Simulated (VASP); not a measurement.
A run of VASP 6.6.1 is set up as follows.

File INCAR:

```
SYSTEM = Ti16Si
ALGO = Normal
DIPOL = 0.5 0.5 0.329
EDIFF = 1E-7
ENCUT = 520
GGA = PE
IDIPOL = 3
ISIF = 2
ISMEAR = 0
LASPH = .TRUE.
LCHARG = .FALSE.
LDIPOL = .TRUE.
LREAL = Auto
LWAVE = .FALSE.
NBANDS = 112
NELM = 60
PREC = Accurate
SIGMA = 0.1
```

The input KPOINTS:

```
k-points
0
G
  4 4 1
  0 0 0
```

The input POSCAR:

```
Ti16Si
1.0
    6.5106718524      0.0000000000      0.0000000000
    0.0000000000      6.5106718524      0.0000000000
    0.0000000000      0.0000000000     20.1793683656
Ti Si
16 1
Direct
    0.2500000000      0.2500000000      0.1982222599
    0.2500000000      0.7500000000      0.1982222599
    0.7500000000      0.2500000000      0.1982222599
    0.7500000000      0.7500000000      0.1982222599
    0.0000000000      0.0000000000      0.2788822654
    0.0000000000      0.5000000000      0.2788822654
    0.5000000000      0.0000000000      0.2788822654
    0.5000000000      0.5000000000      0.2788822654
    0.2500000000      0.2500000000      0.3551865505
    0.2500000000      0.7500000000      0.3551865505
    0.7500000000      0.2500000000      0.3551865505
    0.7500000000      0.7500000000      0.3551865505
    0.0000000000      0.0000000000      0.4301110029
    0.0000000000      0.5000000000      0.4301110029
    0.5000000000      0.0000000000      0.4301110029
    0.5000000000      0.5000000000      0.4301110029
    0.0625000000      0.0625000000      0.5438620217
```

Potentials or basis: VASP PAW PBE potentials, release 64 (Ti_sv, Si).

Command:

```bash
$ cat potpaw_PBE.64/Ti_sv/POTCAR potpaw_PBE.64/Si/POTCAR > POTCAR
$ mpirun -np 1 vasp_std > vasp.out
```

Question: Estimate the band gap on the k mesh.

Answer: Zero (bands 98 and 99 overlap by 0.12 eV).

Question: Estimate the largest force.

Answer: 0.795 eV/Å.

Forces on the atoms (eV/Å):
```
Ti  -0.019 -0.019  0.496
Ti  -0.016 -0.002  0.504
Ti  -0.002 -0.016  0.504
Ti  -0.002 -0.002  0.509
Ti   0.062  0.062 -0.683
Ti   0.007 -0.001 -0.441
Ti  -0.001  0.007 -0.441
Ti  -0.025 -0.025 -0.482
Ti   0.284  0.284 -0.131
Ti   0.308 -0.243 -0.146
Ti  -0.243  0.308 -0.146
Ti  -0.227 -0.227 -0.116
Ti  -0.300 -0.300 -0.672
Ti  -0.063 -0.232  0.613
Ti  -0.232 -0.063  0.613
Ti   0.095  0.095  0.027
Si   0.375  0.375 -0.009
```
